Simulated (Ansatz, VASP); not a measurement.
**Two plane-wave programs on ZnS**

```
Zn S
1.0
     0.00000    2.67826    2.47739
     2.67826    0.00000    2.47739
     2.67826    2.67826    0.00000
Zn S
1 1
Direct
  0.00000 0.00000 0.00000
  0.75000 0.75000 0.75000
```

Change from the starting cell: strain -0.0750 x Voigt [0, 0, 1, 0, 0, 0], atoms carried along.

Alike in both runs: task single point; functional PBEsol; k mesh 10 × 10 × 10; occupations gaussian, width 0.05 eV; no spin polarisation.

```csv
,VASP,Ansatz
version,VASP 6.6.1,Ansatz 0.2.0
potentials or method,"VASP PAW PBE potentials, release 64 (Zn, S), cutoff 520 eV","scalar-relativistic, plane waves, PAW"
valence electrons in the cell,18,18
```

VASP gave:

| Item | Value |
| --- | --- |
| gap on the k mesh at the Fermi level (eV) | 2.27 |
| least direct gap on the mesh (eV) | 2.27 |
| pressure (GPa) | 7.3 |
| traceless stress, the component that is largest in VASP (GPa) | 1.61 |

Q: Which values does Ansatz return?

A: gap on the k mesh at the Fermi level (eV): 2.25; least direct gap on the mesh (eV): 2.25; pressure (GPa): 7.1; traceless stress, the component that is largest in VASP (GPa): 1.63.

VASP's potentials were made for PBE, not for PBEsol.
